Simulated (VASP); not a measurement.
# CuSb2Ru (P-3m1) in VASP: single point with PBE

Aim: the single point of CuSb2Ru with PBE.

Everything below comes from runs of VASP 6.6.1. Logs are shortened: lines on timing, memory, paths and dates and some standing lists are left out, and cuts for length are marked.

## Step 1: The cell of the first run

Symmetry: P-3m1, No. 164, trigonal system. The conventional cell has a = 4.109 Å, b = 4.109 Å, c = 5.362 Å, α = 90.00°, β = 90.00°, γ = 120.00°. Within 3.5 Å of Cu (site symmetry -3m) lie 2 Ru at 2.68 Å and 6 Sb at 2.76 Å. Ru (site symmetry -3m) has 2 Cu at 2.68 Å and 6 Sb at 2.69 Å within 3.5 Å. Sb (site symmetry 3m) has 3 Ru at 2.69 Å and 3 Cu at 2.76 Å and 3 Sb at 3.46 Å within 3.5 Å.

## Step 2: Single point, PBE, non-collinear spin, typed start, spin-orbit coupling

The input, INCAR:

```
PREC = Accurate
ENCUT = 520
EDIFF = 1E-7
ISMEAR = -1
SIGMA = 0.0189
LREAL = F
LASPH = T
NELM = 150
ALGO = Normal
ISIF = 2
LWAVE = F
LCHARG = F
MAGMOM = 0 0 1 0 0 2 0 0 0 0 0 0
LORBIT = 11
LSORBIT = T
GGA_COMPAT = F
LORBMOM = T
LMAXMIX = 4
GGA = PE
NBANDS = 49
```

The input, KPOINTS:

```
regular mesh
0
Gamma
  5 5 4
```

The input, POSCAR:

```
CuSb2Ru
1.0
    4.1089851878      0.0000000000      0.0000000000
   -2.0544925939      3.5584855564      0.0000000000
    0.0000000000      0.0000000000      5.3622745508
Cu Ru Sb
1 1 2
Direct
    0.0000000000      0.0000000000      0.0000000000
    0.0000000000      0.0000000000      0.5000000000
    0.3333333333      0.6666666667      0.2646036265
    0.6666666667      0.3333333333      0.7353963735
```

Potentials or basis: VASP PAW PBE potentials, release 64 (Cu, Ru_pv, Sb).

Launch:

```
cat potpaw_PBE.64/Cu/POTCAR potpaw_PBE.64/Ru_pv/POTCAR potpaw_PBE.64/Sb/POTCAR > POTCAR
mpirun -np 1 vasp_ncl > vasp.out
```

OUTCAR:

```text
PREC = Accurate
   ENCUT = 520
   EDIFF = 1E-7
   ISMEAR = -1
   LREAL = F
   LASPH = T
   NELM = 150
   ISIF = 2
   LORBIT = 11
   LSORBIT = T
   GGA = PE

 ion  position               nearest neighbor table
   1  0.000  0.000  0.000-   2 2.68   2 2.68   4 2.76   3 2.76   3 2.76   4 2.76   4 2.76   3 2.76

   2  0.000  0.000  0.500-   1 2.68   1 2.68   4 2.69   3 2.69   3 2.69   4 2.69   4 2.69   3 2.69

   3  0.333  0.667  0.265-   2 2.69   2 2.69   2 2.69   1 2.76   1 2.76   1 2.76   4 3.46   4 3.46
                             4 3.46   4 3.70   4 3.70   4 3.70
   4  0.667  0.333  0.735-   2 2.69   2 2.69   2 2.69   1 2.76   1 2.76   1 2.76   3 3.46   3 3.46
                             3 3.46   3 3.70   3 3.70   3 3.70

  LATTYP: Found a hexagonal cell.
 ALAT       =     4.1089851878
 C/A-ratio  =     1.3050118961

  Lattice vectors:

 A1 = (   4.1089851878,   0.0000000000,   0.0000000000)
 A2 = (  -2.0544925939,   3.5584855564,   0.0000000000)
 A3 = (   0.0000000000,   0.0000000000,   5.3622745508)

Analysis of symmetry for initial positions (statically):
=====================================================================
 Subroutine PRICEL returns:
 Original cell was already a primitive cell.

 Routine SETGRP: Setting up the symmetry group for a
 hexagonal supercell.

 Subroutine GETGRP returns: Found 12 space group operations
 (whereof 12 operations were pure point group operations)
 out of a pool of 24 trial point group operations.

The static configuration has the point symmetry D_3d.

Analysis of symmetry for dynamics (positions and initial velocities):
=====================================================================
 Subroutine PRICEL returns:
 Original cell was already a primitive cell.

 Routine SETGRP: Setting up the symmetry group for a
 hexagonal supercell.

 Subroutine GETGRP returns: Found 12 space group operations
 (whereof 12 operations were pure point group operations)
 out of a pool of 24 trial point group operations.

The dynamic configuration has the point symmetry D_3d.

Analysis of structural, dynamic, and magnetic symmetry:
=====================================================================
 Subroutine PRICEL returns:
 Original cell was already a primitive cell.

 Routine SETGRP: Setting up the symmetry group for a
 hexagonal supercell.

 Subroutine GETGRP returns: Found  6 space group operations
 (whereof  6 operations were pure point group operations)
 out of a pool of 24 trial point group operations.

The overall configuration has the point symmetry S_6 .

 Subroutine INISYM returns: Found  6 space group operations
 (whereof  6 operations are pure point group operations),
 and found     1 'primitive' translations

----------------------------------------------------------------------------------------

                                     Primitive cell

  volume of cell :      78.4059

  direct lattice vectors                    reciprocal lattice vectors
     4.108985188  0.000000000  0.000000000     0.243369093  0.140509212  0.000000000
    -2.054492594  3.558485556  0.000000000     0.000000000  0.281018423  0.000000000
     0.000000000  0.000000000  5.362274551     0.000000000  0.000000000  0.186488027

  length of vectors
     4.108985188  4.108985188  5.362274551     0.281018423  0.281018423  0.186488027

  position of ions in fractional coordinates (direct lattice)
     0.000000000  0.000000000  0.000000000
     0.000000000  0.000000000  0.500000000
     0.333333333  0.666666667  0.264603626
     0.666666667  0.333333333  0.735396374

  ion indices of the primitive-cell ions
   primitive index   ion index
                 1           1
                 2           2
                 3           3
                 4           4

----------------------------------------------------------------------------------------

 KPOINTS: regular mesh

Automatic generation of k-mesh.
 Grid dimensions read from file:
 generate k-points for:    5    5    4

 Generating k-lattice:

  Cartesian coordinates                     Fractional coordinates (reciprocal lattice)
     0.048673819  0.028101842  0.000000000     0.200000000 -0.000000000  0.000000000
     0.000000000  0.056203685  0.000000000     0.000000000  0.200000000  0.000000000
     0.000000000  0.000000000  0.046622007     0.000000000  0.000000000  0.250000000

  Length of vectors
     0.056203685  0.056203685  0.046622007

  Shift w.r.t. Gamma in fractional coordinates (k-lattice)
     0.000000000  0.000000000  0.000000000

 Subroutine IBZKPT returns following result:
 ===========================================
[... 56 lines left out ...]
   EFERMI =   0.00;   METHOD = LEGACY
   ISMEAR =    -1;   SIGMA  =   0.02  broadening in eV -4-tet -1-fermi 0-gaus
   EFERMI_NEDOS =   21; number of points for ismear=-14 and -15
   IALGO  =     38    algorithm
   IMIX   =      4    mixing-type and parameters
     AMIX     =   0.40;   BMIX     =  1.00
     AMIX_MAG =   1.60;   BMIX_MAG =  1.00
  volume/ion in A,a.u.               =      19.60       132.28
  Fermi-wavevector in a.u.,A,eV,Ry     =   1.251165  2.364359 21.298747  1.565414
  Thomas-Fermi vector in A             =   2.385125
   LORBIT       =     11    0 simple, 1 ext, 2 COOP (PROOUT), +10 PAW based schemes
   GGA     = PE    functional components
   LHFCALC =     F    Hartree Fock is set to
   AEXX    =    0.0000 exact exchange contribution
   IVDW    =     0    specifies the selected vdW correction
   LEPSILON=     F    determine dielectric tensor
   LRPA    =     F    only Hartree local field effects (RPA)
  energy-cutoff  :      520.00
  volume of cell :       78.41
 maximum number of plane-waves:      4264
 NGX is ok and might be reduce to    32
   NGX = 15   NGY = 15   NGZ = 19

 number of electron      34.9999998 magnetization      -0.0000000     -0.0000000     -0.0018811

 number of electron      34.9999998 magnetization       0.0000000      0.0000000     -0.0002532

 number of electron      34.9999998 magnetization      -0.0000000      0.0000000     -0.0000632

 number of electron      34.9999998 magnetization       0.0000000      0.0000000      0.0001038

 Free energy of the ion-electron system (eV)
  ---------------------------------------------------
  ext. energy  EPLUGINS =         0.00000000
  ---------------------------------------------------
  free energy    TOTEN  =       -21.62021919 eV

  energy without entropy =      -21.61803823  energy(sigma->0) =      -21.61912871

 E-fermi :   8.9615     XC(G=0): -11.2279

 val. band max:        8.9044652560   @ k =   0.2000  -0.0000   0.0000
 cond. band min:       8.9930359118   @ k =   0.4000  -0.0000   0.5000
 fundamental gap:      0.0885706558
 Fermi energy:         8.9614698605

 k-point     1 :       0.0000    0.0000    0.0000
  band No.  band energies     occupation
      1     -35.3130      1.00000
      2     -35.3130      1.00000
      3     -32.0662      1.00000
      4     -32.0662      1.00000
      5     -32.0320      1.00000
      6     -32.0320      1.00000
[... 939 lines left out ...]
     46      15.3974      0.00000
     47      16.5862      0.00000
 [bands above 47 left out]

------------------------ aborting loop because EDIFF is reached ----------------------------------------

  FORCE on cell =-STRESS in cart. coord.  units (eV):
  Direction    XX          YY          ZZ          XY          YZ          ZX
  --------------------------------------------------------------------------------------
  -------------------------------------------------------------------------------------
  Total       -0.0670021     -0.0670021      0.0008918     -0.0000000     -0.0000000      0.0000000
  in kB       -1.3691474     -1.3691474      0.0182225     -0.0000007     -0.0000000      0.0000000
  external PRESSURE =      -0.9066908 kB  Pullay stress =       0.0000000 kB

 VOLUME and BASIS-vectors are now :
 -----------------------------------------------------------------------------
  energy-cutoff  :      520.00
  volume of cell :       78.41
      direct lattice vectors                 reciprocal lattice vectors
     4.108985188  0.000000000  0.000000000     0.243369093  0.140509212  0.000000000
    -2.054492594  3.558485556  0.000000000     0.000000000  0.281018423  0.000000000
     0.000000000  0.000000000  5.362274551     0.000000000  0.000000000  0.186488027

 POSITION                                       TOTAL-FORCE (eV/Angst)
 -----------------------------------------------------------------------------------
      0.00000      0.00000      0.00000         0.000000      0.000000      0.000000
      0.00000      0.00000      2.68114         0.000000      0.000000      0.000000
     -0.00000      2.37232      1.41888        -0.000000      0.000000      0.033306
      2.05449      1.18616      3.94340         0.000000     -0.000000     -0.033306
 -----------------------------------------------------------------------------------
    total drift:                                0.000000     -0.000000      0.000000

  FREE ENERGIE OF THE ION-ELECTRON SYSTEM (eV)
  ---------------------------------------------------
  free  energy   TOTEN  =       -21.6202191875 eV

  energy  without entropy=      -21.6180382303  energy(sigma->0) =      -21.61912871

 orbital moment (x)

 # of ion     p       d       tot
 ----------------------------------------
  1        -0.000   0.000   0.000
  2        -0.000  -0.000  -0.000
  3         0.000  -0.000  -0.000
  4         0.000  -0.000   0.000
 ----------------------------------------
            0.000  -0.000   0.000

 orbital moment (y)

 # of ion     p       d       tot
 ----------------------------------------
  1        -0.000  -0.000  -0.000
  2        -0.000   0.000   0.000
  3         0.000   0.000   0.000
  4         0.000  -0.000   0.000
 ----------------------------------------
            0.000   0.000   0.000

 orbital moment (z)

 # of ion     p       d       tot
 ----------------------------------------
  1         0.000   0.000   0.000
  2        -0.000   0.000   0.000
  3        -0.000  -0.000  -0.000
  4        -0.000  -0.000  -0.000
 ----------------------------------------
           -0.000   0.000   0.000

 Spin-Orbit-Coupling matrix elements

 Ion:    1  E_soc:     -0.0106327
 l=   1
     0.0000000    -0.0004679    -0.0003535
    -0.0004679     0.0000000    -0.0004679
    -0.0003535    -0.0004679     0.0000000
 l=   2
     0.0000000    -0.0002298     0.0000000    -0.0002298    -0.0013000
    -0.0002298     0.0000000    -0.0007655    -0.0002766    -0.0002298
     0.0000000    -0.0007655     0.0000000    -0.0007655     0.0000000
    -0.0002298    -0.0002766    -0.0007655     0.0000000    -0.0002298
    -0.0013000    -0.0002298     0.0000000    -0.0002298     0.0000000
 l=   3
     0.0000000     0.0000000     0.0000000     0.0000000     0.0000000     0.0000000     0.0000000
     0.0000000     0.0000000     0.0000000     0.0000000     0.0000000     0.0000000     0.0000000
     0.0000000     0.0000000     0.0000000     0.0000000     0.0000000     0.0000000     0.0000000
     0.0000000     0.0000000     0.0000000     0.0000000     0.0000000     0.0000000     0.0000000
[... 49 lines left out ...]
 l=   2
     0.0000000    -0.0000650     0.0000000    -0.0000650    -0.0002794
    -0.0000650     0.0000000    -0.0001576    -0.0000771    -0.0000650
     0.0000000    -0.0001576     0.0000000    -0.0001576     0.0000000
    -0.0000650    -0.0000771    -0.0001576     0.0000000    -0.0000650
    -0.0002794    -0.0000650     0.0000000    -0.0000650     0.0000000
 l=   3
     0.0000000     0.0000000     0.0000000     0.0000000     0.0000000     0.0000000     0.0000000
     0.0000000     0.0000000     0.0000000     0.0000000     0.0000000     0.0000000     0.0000000
     0.0000000     0.0000000     0.0000000     0.0000000     0.0000000     0.0000000     0.0000000
     0.0000000     0.0000000     0.0000000     0.0000000     0.0000000     0.0000000     0.0000000
     0.0000000     0.0000000     0.0000000     0.0000000     0.0000000     0.0000000     0.0000000
     0.0000000     0.0000000     0.0000000     0.0000000     0.0000000     0.0000000     0.0000000
     0.0000000     0.0000000     0.0000000     0.0000000     0.0000000     0.0000000     0.0000000

 total charge

# of ion       s       p       d       tot
------------------------------------------
    1        0.411   0.366   9.172   9.949
    2        0.329   6.208   6.223  12.759
    3        1.130   1.207   0.068   2.404
    4        1.130   1.207   0.068   2.404
--------------------------------------------------
tot          2.999   8.987  15.530  27.517

 magnetization (x)

# of ion       s       p       d       tot
------------------------------------------
    1        0.000  -0.000   0.000  -0.000
    2        0.000   0.000  -0.000  -0.000
    3        0.000   0.000   0.000   0.000
    4        0.000   0.000  -0.000   0.000
--------------------------------------------------
tot          0.000   0.000  -0.000   0.000

 magnetization (y)

# of ion       s       p       d       tot
------------------------------------------
    1        0.000  -0.000   0.000  -0.000
    2        0.000  -0.000   0.000   0.000
    3        0.000  -0.000   0.000  -0.000
    4        0.000  -0.000   0.000  -0.000
--------------------------------------------------
tot          0.000  -0.000   0.000  -0.000

 magnetization (z)

# of ion       s       p       d       tot
------------------------------------------
    1       -0.000  -0.000   0.000   0.000
    2        0.000   0.000   0.000   0.000
    3       -0.000   0.000   0.000   0.000
    4       -0.000   0.000   0.000   0.000
--------------------------------------------------
tot         -0.000   0.000   0.000   0.000
```

Run time: 3.4 min. Hardware: 1 thread of Intel Xeon Platinum 8375C at 2.90GHz (Ice Lake), shared host; peak memory 0.42 GiB.

What came out:

| Property | Result |
| --- | --- |
| Free energy | -21.6202 eV |
| Pressure | -0.1 GPa |
| Largest force | 0.033 eV/Å |
| Net moment | 0.00 μB per cell |
| Valence electrons inside the program's atomic spheres | Cu 9.95; Ru 12.76; Sb 2.40 |

Forces in eV/Å, atoms in the order of the input:
```
Cu   0.000  0.000  0.000
Ru   0.000  0.000  0.000
Sb   0.000  0.000  0.033
Sb   0.000  0.000 -0.033
```

Moments on the atoms (μB; x, y, z):
```
Cu  0.00 0.00 0.00
Ru  0.00 0.00 0.00
Sb  0.00 0.00 0.00
Sb  0.00 0.00 0.00
```
